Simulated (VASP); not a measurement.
Input of a VASP 6.6.1 run:

Contents of INCAR:

```
SYSTEM = WSe2
PREC = Accurate ; ENCUT = 520
EDIFF = 1E-7 ; ISMEAR = 0
SIGMA = 0.05 ; LREAL = .FALSE.
LASPH = .TRUE. ; NELM = 100
ALGO = Normal ; ISIF = 2
LWAVE = .FALSE. ; LCHARG = .TRUE.
GGA = PE ; IVDW = 12
LELF = .TRUE. ; LVHAR = .TRUE.
NBANDS = 35
```

File KPOINTS:

```
Automatic mesh
0
G
  12 12 2
  0 0 0
```

The input POSCAR:

```
WSe2
1.0
    3.2134470080      0.0000000000      0.0000000000
   -1.6067235040      2.7829267427      0.0000000000
    0.0000000000      0.0000000000     12.7886113051
W Se
2 4
Direct
    0.3333333333      0.6666666667      0.2500000000
    0.6666666667      0.3333333333      0.7500000000
    0.3333333333      0.6666666667      0.6182912222
    0.6666666667      0.3333333333      0.1182912222
    0.3333333333      0.6666666667      0.8817087778
    0.6666666667      0.3333333333      0.3817087778
```

Potentials or basis: VASP PAW PBE potentials, release 64 (W_sv, Se).

Launch:

```console
$ cat potpaw_PBE.64/W_sv/POTCAR potpaw_PBE.64/Se/POTCAR > POTCAR
$ mpirun -np 1 vasp_std > vasp.out
```

Q: Estimate the largest force.

A: 0.508 eV/Å.

Q: Predict the band gap on the k mesh.

A: 0.92 eV (least direct gap 1.78 eV).

Q: Estimate the dispersion energy per atom.

A: -0.496 eV.

Q: What does it give for the pressure?

A: 6.3 GPa.

Stress tensor (GPa, compression positive):
```
7.07 0.00 0.00
0.00 7.07 0.00
0.00 0.00 4.86
```

Caveat: the cell differs from its parent crystal (strain -0.0200 x Voigt [1, 1, 0, 0, 0, 0]); the cell stands under pressure; spin-orbit coupling is left out, which moves the levels of the heavy elements. A k mesh can miss the band edges.
